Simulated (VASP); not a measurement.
# BN (F-43m) in VASP: a series of runs

BN is run at these levels: PBEsol; tasks: single point, relaxation of cell and atoms.

All numbers are computed with VASP 6.6.1; they aren't measurements. Logs are shortened: lines on timing, memory, paths and dates and some standing lists are left out, and cuts for length are marked.

## Step 1: The cell of the first run

The structure is cubic, space group F-43m (No. 216). Conventional cell: a = 3.605 Å, b = 3.605 Å, c = 3.605 Å, α = 90.00°, β = 90.00°, γ = 90.00°. Within 2.1 Å of B (site symmetry -43m) lie 4 N at 1.56 Å. N (site symmetry -43m) has 4 B at 1.56 Å within 2.1 Å.

## Step 2: Single point, PBEsol

INCAR

```
SYSTEM = BN
  PREC = Accurate
  ENCUT = 600
  EDIFF = 1E-6
  ISMEAR = 0
  SIGMA = 0.01
  LREAL = .False.
  LASPH = .True.
  NELM = 120
  ALGO = Normal
  ISIF = 2
  LWAVE = .False.
  LCHARG = .True.
  GGA = PS
  LELF = .True.
  LVHAR = .True.
  NBANDS = 11
  GGA_COMPAT = .False.
```

KPOINTS

```
Automatic mesh
0
Gamma
  10 10 10
  0 0 0
```

POSCAR

```
BN
1.0
    0.0000000000      1.8025484886      1.8025484886
    1.8025484886      0.0000000000      1.8025484886
    1.8025484886      1.8025484886      0.0000000000
B N
1 1
Direct
    0.0000000000      0.0000000000      0.0000000000
    0.2500000000      0.2500000000      0.2500000000
```

Potentials or basis: VASP PAW PBE potentials, release 64 (B, N).

On the command line:

```console
$ cat potpaw_PBE.64/B/POTCAR potpaw_PBE.64/N/POTCAR > POTCAR
$ mpirun -np 1 vasp_std > vasp.out
```

OUTCAR:

```text
SYSTEM = BN
   PREC = Accurate
   ENCUT = 600
   EDIFF = 1E-6
   ISMEAR = 0
   LREAL = .False.
   LASPH = .True.
   NELM = 120
   ISIF = 2
   GGA = PS

 ion  position               nearest neighbor table
   1  0.000  0.000  0.000-   2 1.56   2 1.56   2 1.56   2 1.56
   2  0.250  0.250  0.250-   1 1.56   1 1.56   1 1.56   1 1.56

  LATTYP: Found a face centered cubic cell.
 ALAT       =     3.6050969772

  Lattice vectors:

 A1 = (   0.0000000000,   1.8025484886,   1.8025484886)
 A2 = (   1.8025484886,   0.0000000000,   1.8025484886)
 A3 = (   1.8025484886,   1.8025484886,   0.0000000000)

Analysis of symmetry for initial positions (statically):
=====================================================================
 Subroutine PRICEL returns:
 Original cell was already a primitive cell.

 Routine SETGRP: Setting up the symmetry group for a
 face centered cubic supercell.

 Subroutine GETGRP returns: Found 24 space group operations
 (whereof 24 operations were pure point group operations)
 out of a pool of 48 trial point group operations.

The static configuration has the point symmetry T_d .

Analysis of symmetry for dynamics (positions and initial velocities):
=====================================================================
 Subroutine PRICEL returns:
 Original cell was already a primitive cell.

 Routine SETGRP: Setting up the symmetry group for a
 face centered cubic supercell.

 Subroutine GETGRP returns: Found 24 space group operations
 (whereof 24 operations were pure point group operations)
 out of a pool of 48 trial point group operations.

The dynamic configuration has the point symmetry T_d .

 Subroutine INISYM returns: Found 24 space group operations
 (whereof 24 operations are pure point group operations),
 and found     1 'primitive' translations

----------------------------------------------------------------------------------------

                                     Primitive cell

  volume of cell :      11.7136

  direct lattice vectors                    reciprocal lattice vectors
     0.000000000  1.802548489  1.802548489    -0.277385049  0.277385049  0.277385049
     1.802548489  0.000000000  1.802548489     0.277385049 -0.277385049  0.277385049
     1.802548489  1.802548489  0.000000000     0.277385049  0.277385049 -0.277385049

  length of vectors
     2.549188519  2.549188519  2.549188519     0.480444997  0.480444997  0.480444997

  position of ions in fractional coordinates (direct lattice)
     0.000000000  0.000000000  0.000000000
     0.250000000  0.250000000  0.250000000

  ion indices of the primitive-cell ions
[... 79 lines left out ...]
   IBRION =     -1    ionic relax: 0-MD 1-quasi-New 2-CG
   NFREE  =      0    steps in history (QN), initial steepest desc. (CG)
   ISIF   =      2    stress and relaxation
   ISYM   =      2    0-nonsym 1-usesym 2-fastsym
   POTIM  = 0.5000    time-step for ionic-motion
   TEBEG  =    0.0;   TEEND  =   0.0 temperature during run
   PSTRESS=    0.0 pullay stress
   NELECT =       8.0000    total number of electrons
   NUPDOWN=      -1.0000    fix difference up-down
   EMIN   =  10.00;   EMAX   =-10.00  energy-range for DOS
   EFERMI =   0.00;   METHOD = LEGACY
   ISMEAR =     0;   SIGMA  =   0.01  broadening in eV -4-tet -1-fermi 0-gaus
   EFERMI_NEDOS =   21; number of points for ismear=-14 and -15
   IALGO  =     38    algorithm
   IMIX   =      4    mixing-type and parameters
     AMIX     =   0.40;   BMIX     =  1.00
     AMIX_MAG =   1.60;   BMIX_MAG =  1.00
  volume/ion in A,a.u.               =       5.86        39.52
  Fermi-wavevector in a.u.,A,eV,Ry     =   1.441699  2.724416 28.279647  2.078495
  Thomas-Fermi vector in A             =   2.560302
   LORBIT       =      0    0 simple, 1 ext, 2 COOP (PROOUT), +10 PAW based schemes
   GGA     = PS    functional components
   LHFCALC =     F    Hartree Fock is set to
   AEXX    =    0.0000 exact exchange contribution
   IVDW    =     0    specifies the selected vdW correction
   LEPSILON=     F    determine dielectric tensor
   LRPA    =     F    only Hartree local field effects (RPA)
 non-spin polarized calculation
 Gauss-broadening in eV      SIGMA  =   0.01
  energy-cutoff  :      600.00
  volume of cell :       11.71
 maximum number of plane-waves:       399
   NGX = 11   NGY = 11   NGZ = 11

 number of electron       7.9999999 magnetization

 Free energy of the ion-electron system (eV)
  ---------------------------------------------------
  ext. energy  EPLUGINS =         0.00000000
  ---------------------------------------------------
  free energy    TOTEN  =       -18.35062607 eV

  energy without entropy =      -18.35062607  energy(sigma->0) =      -18.35062607

 E-fermi :   7.5877     XC(G=0): -13.0565

 val. band max:        7.4643909332   @ k =   0.0000   0.0000   0.0000
 cond. band min:      11.7495357966   @ k =   0.5000   0.5000   0.0000
 fundamental gap:      4.2851448634
 Fermi energy:         7.5876941697

 k-point     1 :       0.0000    0.0000    0.0000
  band No.  band energies     occupation
      1     -12.8829      2.00000
      2       7.4644      2.00000
      3       7.4644      2.00000
      4       7.4644      2.00000
      5      16.2645      0.00000
      6      16.2645      0.00000
      7      16.2645      0.00000
      8      17.8656      0.00000
      9      32.1289      0.00000
     10      35.2533      0.00000
     11      35.2533      0.00000
[... 309 lines left out ...]
 k-point    24 :       0.4000    0.3000    0.0000
  band No.  band energies     occupation
      1      -9.0497      2.00000
      2       0.6340      2.00000
      3       2.8797      2.00000
      4       3.3261      2.00000
      5      13.4354      0.00000
      6      18.0147      0.00000
      7      23.0022      0.00000
      8      23.0924      0.00000
      9      27.1322      0.00000
     10      34.6077      0.00000
     11      39.2517      0.00000

 [... further k-points ...]
[... 5 lines left out ...]
  --------------------------------------------------------------------------------------
  -------------------------------------------------------------------------------------
  Total        0.0380256      0.0380256      0.0380256      0.0000000      0.0000000      0.0000000
  in kB        5.2011066      5.2011066      5.2011066      0.0000000      0.0000000      0.0000000
  external PRESSURE =       5.2011066 kB  Pullay stress =       0.0000000 kB

 VOLUME and BASIS-vectors are now :
 -----------------------------------------------------------------------------
  energy-cutoff  :      600.00
  volume of cell :       11.71
      direct lattice vectors                 reciprocal lattice vectors
     0.000000000  1.802548489  1.802548489    -0.277385049  0.277385049  0.277385049
     1.802548489  0.000000000  1.802548489     0.277385049 -0.277385049  0.277385049
     1.802548489  1.802548489  0.000000000     0.277385049  0.277385049 -0.277385049

 POSITION                                       TOTAL-FORCE (eV/Angst)
 -----------------------------------------------------------------------------------
      0.00000      0.00000      0.00000        -0.000000     -0.000000     -0.000000
      0.90127      0.90127      0.90127         0.000000      0.000000      0.000000
 -----------------------------------------------------------------------------------
    total drift:                                0.000000      0.000000      0.000000

  FREE ENERGIE OF THE ION-ELECTRON SYSTEM (eV)
  ---------------------------------------------------
  free  energy   TOTEN  =       -18.3506260749 eV

  energy  without entropy=      -18.3506260749  energy(sigma->0) =      -18.35062607
```

OSZICAR:

```text
N       E                     dE             d eps       ncg     rms          rms(c)
DAV:   1     0.158179051694E+02    0.15818E+02   -0.55381E+03  1050   0.827E+02
DAV:   2    -0.185785405953E+02   -0.34396E+02   -0.33474E+02  1248   0.193E+02
DAV:   3    -0.193080932093E+02   -0.72955E+00   -0.72800E+00  1226   0.228E+01
DAV:   4    -0.193091258075E+02   -0.10326E-02   -0.10326E-02  1136   0.963E-01
DAV:   5    -0.193091266633E+02   -0.85578E-06   -0.85579E-06  1228   0.286E-02    0.658E+00
DAV:   6    -0.184572122675E+02    0.85191E+00   -0.26679E+00  1135   0.987E+00    0.326E+00
DAV:   7    -0.183712676037E+02    0.85945E-01   -0.10135E-01  1175   0.256E+00    0.187E+00
DAV:   8    -0.183506020256E+02    0.20666E-01   -0.33141E-02  1160   0.126E+00    0.183E-01
DAV:   9    -0.183506042392E+02   -0.22136E-05   -0.81963E-04  1097   0.250E-01    0.801E-02
DAV:  10    -0.183506241540E+02   -0.19915E-04   -0.63100E-05  1157   0.760E-02    0.135E-02
DAV:  11    -0.183506259906E+02   -0.18366E-05   -0.39001E-06  1180   0.155E-02    0.820E-03
DAV:  12    -0.183506260749E+02   -0.84241E-07   -0.92053E-07   565   0.685E-03
   1 F= -.18350626E+02 E0= -.18350626E+02  d E =-.158227E-70
```

Wall time 3.1 s (1 thread of Intel Xeon 6975P-C (Granite Rapids), shared host); peak memory 0.12 GiB.

Results:

| Item | Value |
| --- | --- |
| Free energy | -18.3506 eV |
| Pressure | 0.5 GPa |
| Band gap on the k mesh | 4.29 eV (least direct gap 8.80 eV) |

Caveat: the PAW data sets were made with another functional, which shifts forces and pressure a little. A k mesh can miss the band edges.

## Step 3: Relaxation of cell and atoms, PBEsol

This run uses another cell than the first one, of 5.91 Å³/atom.

INCAR

```
PREC = Accurate
ENCUT = 600
EDIFF = 1E-7
ISMEAR = 0
SIGMA = 0.02
LREAL = F
LASPH = T
NELM = 120
ALGO = Normal
ISIF = 3
LWAVE = F
LCHARG = F
GGA = PS
IBRION = 2
NSW = 100
EDIFFG = -0.002
GGA_COMPAT = F
NELMIN = 4
```

KPOINTS

```
regular mesh
0
Gamma
  10 10 10
```

POSCAR

```
BN
1.0
    0.0000000000      1.8080000000      1.8080000000
    1.8080000000      0.0000000000      1.8080000000
    1.8080000000      1.8080000000      0.0000000000
B N
1 1
Direct
    0.0000000000      0.0000000000      0.0000000000
    0.2500000000      0.2500000000      0.2500000000
```

Potentials or basis: VASP PAW PBE potentials, release 64 (B, N).

On the command line:

```console
$ cat potpaw_PBE.64/B/POTCAR potpaw_PBE.64/N/POTCAR > POTCAR
$ mpirun -np 1 vasp_std > vasp.out
```

It took 6.2 s on 1 thread of Intel Xeon 6975P-C (Granite Rapids), shared host; peak memory 0.12 GiB.

The run converged. Its results:

```
Free energy                           : -18.3510 eV
Relaxed volume                        : 5.86 Å³/atom
Relaxed cell                          : a = 2.550 Å, b = 2.550 Å, c = 2.550 Å, α = 60.00°, β = 60.00°, γ = 60.00°
Space group after relaxing (to 0.1 Å) : F-43m (No. 216)
Energy gained by relaxing             : 0.4 meV/atom
Ionic steps                           : 3
Pressure after relaxing               : 0.0 GPa
Band gap on the k mesh                : 4.28 eV (least direct gap 8.79 eV)
```

The path:
| step | energy change (eV) | largest force (eV/Å) | pressure (GPa) | volume (Å³) |
| --- | --- | --- | --- | --- |
| 1 | 0.0000 | 0.0000 | -2.96 | 11.82 |
| 2 | 0.0001 | 0.0000 | 3.17 | 11.63 |
| 3 | -0.0009 | 0.0000 | 0.00 | 11.73 |

Final structure:
```cif
data_structure
_symmetry_space_group_name_H-M 'P 1'
_symmetry_Int_Tables_number 1
_cell_length_a 2.5503
_cell_length_b 2.5503
_cell_length_c 2.5503
_cell_angle_alpha 60.000
_cell_angle_beta 60.000
_cell_angle_gamma 60.000
_cell_volume 11.73
loop_
_atom_site_label
_atom_site_type_symbol
_atom_site_fract_x
_atom_site_fract_y
_atom_site_fract_z
_atom_site_occupancy
B1 B 0.00000 0.00000 0.00000 1
N1 N 0.25000 0.25000 0.25000 1
```

Levels at points of the mesh, in eV from the valence-band top:
| k point | band 2 | band 3 | band 4 | band 5 | band 6 | band 7 |
| --- | --- | --- | --- | --- | --- | --- |
| (0.00, 0.00, 0.00) | 0.00 | 0.00 | 0.00 | 8.79 | 8.79 | 8.79 |
| (0.50, 0.00, 0.00) | -10.84 | -1.96 | -1.96 | 10.18 | 10.66 | 10.66 |
| (0.50, 0.50, 0.00) | -9.01 | -4.97 | -4.97 | 4.28 | 9.13 | 17.98 |

Caveat: the PAW data sets were made with another functional, which shifts forces and pressure a little. A k mesh can miss the band edges.
